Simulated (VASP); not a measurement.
Here is a VASP 6.6.1 calculation.

File INCAR:

```
PREC = Accurate
ENCUT = 570
EDIFF = 1E-6
ISMEAR = 0
SIGMA = 0.15
LREAL = F
LASPH = T
NELM = 120
ALGO = Normal
ISIF = 2
LWAVE = F
LCHARG = F
NBANDS = 15
GGA_COMPAT = F
```

KPOINTS

```
regular mesh
0
Gamma
  22 22 22
```

File POSCAR:

```
Pt
1.0
    0.0000000000      1.9204621283      1.9204621283
    1.9204621283      0.0000000000      1.9204621283
    1.9204621283      1.9204621283      0.0000000000
Pt
1
Direct
    0.0000000000      0.0000000000      0.0000000000
```

Potentials or basis: VASP PAW LDA potentials, release 64 (Pt_sv_GW).

Run with:

```bash
$ cat potpaw_LDA.64/Pt_sv_GW/POTCAR > POTCAR
$ mpirun -np 1 vasp_std > vasp.out
```

Task: Estimate the pressure.

Result: 13.8 GPa.

Task: What does it give for the band gap on the k mesh?

Result: Zero (bands 9 and 10 overlap by 2.48 eV).

Caveat: the cell stands under pressure; spin-orbit coupling is left out, which moves the levels of the heavy elements.
